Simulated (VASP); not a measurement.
# GaAs (I-4m2) in VASP: single point with HSE06

Aim: the single point of GaAs with HSE06.

Everything below comes from runs of VASP 6.6.1. Logs are shortened: lines on timing, memory, paths and dates and some standing lists are left out, and cuts for length are marked.

## 1. The cell of the first run

The structure is tetragonal, space group I-4m2 (No. 119). Conventional cell: a = 3.824 Å, b = 3.824 Å, c = 5.666 Å, α = 90.00°, β = 90.00°, γ = 90.00°. Within 3.1 Å of Ga (site symmetry -4m2) lie 4 As at 2.38 Å. Within 3.1 Å of As (site symmetry -4m2) lie 4 Ga at 2.38 Å.

## 2. Single point, HSE06 (biaxial xy strain -4.6%)

POSCAR

```
GaAs
1.0
    0.0000000000      2.7038964144      2.8330850947
    2.7038964144      0.0000000000      2.8330850947
    2.7038964144      2.7038964144      0.0000000000
Ga As
1 1
Direct
    0.0000000000      0.0000000000      0.0000000000
    0.2500000000      0.2500000000      0.2500000000
```

INCAR.step1

```
SYSTEM = GaAs
PREC = Accurate
ENCUT = 520
EDIFF = 1E-5
ISMEAR = 0
SIGMA = 0.01
LREAL = .False.
LASPH = .True.
NELM = 80
ALGO = Normal
ISIF = 2
LWAVE = .True.
GGA = PE
NBANDS = 16
```

INCAR.step2

```
SYSTEM = GaAs
PREC = Accurate
ENCUT = 520
EDIFF = 1E-6
ISMEAR = 0
SIGMA = 0.01
LREAL = .False.
LASPH = .True.
NELM = 80
ALGO = Normal
ISIF = 2
LWAVE = .False.
LCHARG = .True.
GGA = PE
LHFCALC = .True.
HFSCREEN = 0.2079
PRECFOCK = Normal
LELF = .True.
LVHAR = .True.
ISTART = 1
NBANDS = 16
```

KPOINTS

```
regular mesh
0
Gamma
  6 6 6
  0 0 0
```

Potentials or basis: VASP PAW PBE potentials, release 64 (Ga_d, As).

Started as:

```bash
$ cat potpaw_PBE.64/Ga_d/POTCAR potpaw_PBE.64/As/POTCAR > POTCAR
$ cp INCAR.step1 INCAR
$ mpirun -np 1 vasp_std > vasp.out
$ cp INCAR.step2 INCAR
$ mpirun -np 1 vasp_std > vasp.out
```

OUTCAR:

```text
SYSTEM = GaAs
   PREC = Accurate
   ENCUT = 520
   EDIFF = 1E-6
   ISMEAR = 0
   LREAL = .False.
   LASPH = .True.
   NELM = 80
   ISIF = 2
   GGA = PE
   LHFCALC = .True.
   HFSCREEN = 0.2079
   PRECFOCK = Normal
   ISTART = 1

 ion  position               nearest neighbor table
   1  0.000  0.000  0.000-   2 2.38   2 2.38   2 2.38   2 2.38
   2  0.250  0.250  0.250-   1 2.38   1 2.38   1 2.38   1 2.38

  LATTYP: Found a body centered tetragonal cell.
 ALAT       =     3.8238869805
 C/A-ratio  =     1.4817828608

  Lattice vectors:

 A1 = (  -2.7038964144,   0.0000000000,   2.8330850947)
 A2 = (   2.7038964144,   0.0000000000,   2.8330850947)
 A3 = (   0.0000000000,   2.7038964144,  -2.8330850947)

Analysis of symmetry for initial positions (statically):
=====================================================================
 Subroutine PRICEL returns:
 Original cell was already a primitive cell.

 Routine SETGRP: Setting up the symmetry group for a
 body centered tetragonal supercell.

 Subroutine GETGRP returns: Found  8 space group operations
 (whereof  8 operations were pure point group operations)
 out of a pool of 16 trial point group operations.

The static configuration has the point symmetry D_2d.

Analysis of symmetry for dynamics (positions and initial velocities):
=====================================================================
 Subroutine PRICEL returns:
 Original cell was already a primitive cell.

 Routine SETGRP: Setting up the symmetry group for a
 body centered tetragonal supercell.

 Subroutine GETGRP returns: Found  8 space group operations
 (whereof  8 operations were pure point group operations)
 out of a pool of 16 trial point group operations.

The dynamic configuration has the point symmetry D_2d.

 Subroutine INISYM returns: Found  8 space group operations
 (whereof  8 operations are pure point group operations),
 and found     1 'primitive' translations

----------------------------------------------------------------------------------------

                                     Primitive cell

  volume of cell :      41.4257

  direct lattice vectors                    reciprocal lattice vectors
     0.000000000  2.703896414  2.833085095    -0.184918327  0.184918327  0.176486051
     2.703896414  0.000000000  2.833085095     0.184918327 -0.184918327  0.176486051
     2.703896414  2.703896414  0.000000000     0.184918327  0.184918327 -0.176486051

  length of vectors
     3.916302717  3.916302717  3.823886980     0.315494693  0.315494693  0.315494693

  position of ions in fractional coordinates (direct lattice)
     0.000000000  0.000000000  0.000000000
     0.250000000  0.250000000  0.250000000

  ion indices of the primitive-cell ions
   primitive index   ion index
                 1           1
                 2           2

----------------------------------------------------------------------------------------

 KPOINTS: regular mesh

Automatic generation of k-mesh.
 Grid dimensions read from file:
 generate k-points for:    6    6    6

 Generating k-lattice:

  Cartesian coordinates                     Fractional coordinates (reciprocal lattice)
    -0.030819721  0.030819721  0.029414342     0.166666667  0.000000000  0.000000000
     0.030819721 -0.030819721  0.029414342     0.000000000  0.166666667  0.000000000
     0.030819721  0.030819721 -0.029414342     0.000000000  0.000000000  0.166666667

  Length of vectors
     0.052582449  0.052582449  0.052582449

  Shift w.r.t. Gamma in fractional coordinates (k-lattice)
     0.000000000  0.000000000  0.000000000

 Subroutine IBZKPT returns following result:
 ===========================================

 Found     30 irreducible k-points:

 Following reciprocal coordinates:
            Coordinates               Weight
  0.000000  0.000000  0.000000      1.000000
  0.166667  0.000000  0.000000      8.000000
  0.333333 -0.000000  0.000000      8.000000
  0.500000 -0.000000  0.000000      4.000000
  0.166667  0.166667  0.000000      2.000000
  0.333333  0.166667  0.000000      8.000000
[... 16 lines left out ...]
  0.333333  0.000000  0.333333      4.000000
  0.500000  0.000000  0.333333     16.000000
 [... further k-points ...]
   k-points           NKPTS =     30   k-points in BZ     NKDIM =    216   number of bands    NBANDS=     16
   number of dos      NEDOS =    301   number of ions     NIONS =      2
   total plane-waves  NPLWV =  25200
   dimension x,y,z NGX =    30 NGY =   30 NGZ =   28
   dimension x,y,z NGXF=    60 NGYF=   60 NGZF=   56
   ions per type =               1   1
   NGX,Y,Z   is equivalent  to a cutoff of  12.73, 12.73, 12.17 a.u.
   NGXF,Y,Z  is equivalent  to a cutoff of  25.47, 25.47, 24.35 a.u.
 SYSTEM =  GaAs
   PREC   = accura    normal or accurate (medium, high low for compatibility)
   ISTART =      1    job   : 0-new  1-cont  2-samecut
   ICHARG =      0    charge: 1-file 2-atom 10-const
   ISPIN  =      1    spin polarized calculation?
   LNONCOLLINEAR =      F non collinear calculations
   LSORBIT =      F    spin-orbit coupling
   LASPH  =      T    aspherical Exc in radial PAW
   ENCUT  =  520.0 eV  38.22 Ry    6.18 a.u.   7.28  7.28  7.11*2*pi/ulx,y,z
   NELM   =     80;   NELMIN=  2; NELMDL=  0     # of ELM steps
   EDIFF  = 0.1E-05   stopping-criterion for ELM
   LREAL  =      F    real-space projection
   EDIFFG = 0.1E-04   stopping-criterion for IOM
   NSW    =      0    number of steps for IOM
   IBRION =     -1    ionic relax: 0-MD 1-quasi-New 2-CG
   NFREE  =      0    steps in history (QN), initial steepest desc. (CG)
   ISIF   =      2    stress and relaxation
   ISYM   =      3    0-nonsym 1-usesym 2-fastsym
   POTIM  = 0.5000    time-step for ionic-motion
   TEBEG  =    0.0;   TEEND  =   0.0 temperature during run
   PSTRESS=    0.0 pullay stress
   NELECT =      18.0000    total number of electrons
   NUPDOWN=      -1.0000    fix difference up-down
   EMIN   =  10.00;   EMAX   =-10.00  energy-range for DOS
   EFERMI =   0.00;   METHOD = LEGACY
   ISMEAR =     0;   SIGMA  =   0.01  broadening in eV -4-tet -1-fermi 0-gaus
   EFERMI_NEDOS =   21; number of points for ismear=-14 and -15
   IALGO  =     38    algorithm
   IMIX   =      1    mixing-type and parameters
     AMIX     =   0.40;   BMIX     =  1.00
     AMIX_MAG =   1.60;   BMIX_MAG =  1.00
  volume/ion in A,a.u.               =      20.71       139.78
  Fermi-wavevector in a.u.,A,eV,Ry     =   1.239964  2.343192 20.919105  1.537511
  Thomas-Fermi vector in A             =   2.374425
   LORBIT       =      0    0 simple, 1 ext, 2 COOP (PROOUT), +10 PAW based schemes
   GGA     = PE    functional components
   LHFCALC =     T    Hartree Fock is set to
   PRECFOCK=normal    Normal, Fast or Accurate (Low or Medium for compatibility)
   ENCUT4O =  -1.0   cutoff for four orbital integrals eV
   NKREDX  =     1    reduce k-point grid by
   NKREDY  =     1    reduce k-point grid by
   NKREDZ  =     1    reduce k-point grid by
   AEXX    =    0.2500 exact exchange contribution
   HFSCREEN=    0.2079 screening length (either q_TF or 0.3 A-1)
   HFSCREENC=   0.2079 screening length for correlation (either q_TF or 0.3 A-1)
   ENCUTFOCK=  -1.0 apply spherical cutoff to Coloumb kernel
   IVDW    =     0    specifies the selected vdW correction
   LEPSILON=     F    determine dielectric tensor
   LRPA    =     F    only Hartree local field effects (RPA)
 non-spin polarized calculation
 Gauss-broadening in eV      SIGMA  =   0.01
  energy-cutoff  :      520.00
  volume of cell :       41.43
 maximum number of plane-waves:      1132
 NGX is ok and might be reduce to    30
  NGX = 24; NGY = 24; NGZ = 24

 number of electron      18.0000006 magnetization

 Free energy of the ion-electron system (eV)
  ---------------------------------------------------
  ext. energy  EPLUGINS =         0.00000000
  ---------------------------------------------------
  free energy    TOTEN  =        -9.72229577 eV

  energy without entropy =       -9.72229577  energy(sigma->0) =       -9.72229577

 E-fermi :   4.5526     XC(G=0):  -8.2770

 val. band max:        4.4592346357   @ k =   0.0000   0.0000   0.0000
 cond. band min:       6.1428488697   @ k =   0.5000   0.0000   0.5000
 fundamental gap:      1.6836142340
 Fermi energy:         4.5525517158

 k-point     1 :       0.0000    0.0000    0.0000
  band No.  band energies     occupation
      1     -13.1682      2.00000
      2     -13.1560      2.00000
      3     -13.1560      2.00000
      4     -13.0608      2.00000
      5     -13.0541      2.00000
      6     -10.3065      2.00000
[... 8 lines left out ...]
     15      15.1177      0.00000
     16      16.2070      0.00000

 k-point     2 :       0.1667    0.0000    0.0000
  band No.  band energies     occupation
      1     -13.1816      2.00000
      2     -13.1561      2.00000
      3     -13.1489      2.00000
      4     -13.0618      2.00000
      5     -13.0536      2.00000
      6      -9.9198      2.00000
[... 8 lines left out ...]
     15      14.7372      0.00000
     16      14.7618      0.00000

 k-point     3 :       0.3333   -0.0000    0.0000
  band No.  band energies     occupation
      1     -13.2190      2.00000
      2     -13.1445      2.00000
      3     -13.1369      2.00000
      4     -13.0617      2.00000
      5     -13.0502      2.00000
      6      -8.8958      2.00000
[... 8 lines left out ...]
     15      15.2055      0.00000
     16      15.4299      0.00000

 k-point     4 :       0.5000   -0.0000    0.0000
  band No.  band energies     occupation
      1     -13.2367      2.00000
      2     -13.1398      2.00000
      3     -13.1323      2.00000
      4     -13.0602      2.00000
      5     -13.0470      2.00000
      6      -8.0934      2.00000
[... 8 lines left out ...]
     15      17.6282      0.00000
     16      18.0842      0.00000
[... 324 lines left out ...]
 k-point    22 :      -0.3333    0.5000    0.1667
  band No.  band energies     occupation
      1     -13.2606      2.00000
      2     -13.1156      2.00000
      3     -13.1037      2.00000
      4     -13.0696      2.00000
      5     -13.0554      2.00000
      6      -7.1773      2.00000
[... 8 lines left out ...]
     15      18.2671      0.00000
     16      19.4023      0.00000

 k-point    23 :       0.3333    0.0000    0.3333
  band No.  band energies     occupation
      1     -13.2486      2.00000
      2     -13.1192      2.00000
      3     -13.1152      2.00000
      4     -13.0845      2.00000
      5     -13.0428      2.00000
      6      -8.3412      2.00000
[... 8 lines left out ...]
     15      17.4287      0.00000
     16      19.6305      0.00000

 k-point    24 :       0.5000    0.0000    0.3333
  band No.  band energies     occupation
      1     -13.2609      2.00000
      2     -13.1139      2.00000
      3     -13.1089      2.00000
      4     -13.0846      2.00000
      5     -13.0425      2.00000
      6      -7.4361      2.00000
[... 8 lines left out ...]
     15      18.2330      0.00000
     16      19.3971      0.00000

 [... further k-points ...]

------------------------ aborting loop because EDIFF is reached ----------------------------------------

  FORCE on cell =-STRESS in cart. coord.  units (eV):
  Direction    XX          YY          ZZ          XY          YZ          ZX
  --------------------------------------------------------------------------------------
  -------------------------------------------------------------------------------------
  Total        2.6343786      2.6343786      1.7273594      0.0000000      0.0000000      0.0000000
  in kB      101.8870663    101.8870663     66.8072451      0.0000000      0.0000000      0.0000000
  external PRESSURE =      90.1937926 kB  Pullay stress =       0.0000000 kB

 VOLUME and BASIS-vectors are now :
 -----------------------------------------------------------------------------
  energy-cutoff  :      520.00
  volume of cell :       41.43
      direct lattice vectors                 reciprocal lattice vectors
     0.000000000  2.703896414  2.833085095    -0.184918327  0.184918327  0.176486051
     2.703896414  0.000000000  2.833085095     0.184918327 -0.184918327  0.176486051
     2.703896414  2.703896414  0.000000000     0.184918327  0.184918327 -0.176486051

 POSITION                                       TOTAL-FORCE (eV/Angst)
 -----------------------------------------------------------------------------------
      0.00000      0.00000      0.00000         0.000000      0.000000      0.000000
      1.35195      1.35195      1.41654        -0.000000     -0.000000      0.000000
 -----------------------------------------------------------------------------------
    total drift:                                0.000005      0.000006     -0.000008

  FREE ENERGIE OF THE ION-ELECTRON SYSTEM (eV)
  ---------------------------------------------------
  free  energy   TOTEN  =        -9.7222957687 eV

  energy  without entropy=       -9.7222957687  energy(sigma->0) =       -9.72229577
```

Wall time 2 h (1 thread of Oxide Virtual Turin-like, shared host); peak memory 0.27 GiB.

Results:

```yaml
Free_energy: -9.7223 eV
Pressure: 9.0 GPa
Band_gap_on_the_k_mesh: 1.68 eV (least direct gap 2.05 eV)
```

Caveat: the cell differs from its parent crystal (biaxial xy strain -4.6%); the cell stands under pressure; the PAW data sets were made with another functional, which shifts forces and pressure a little.
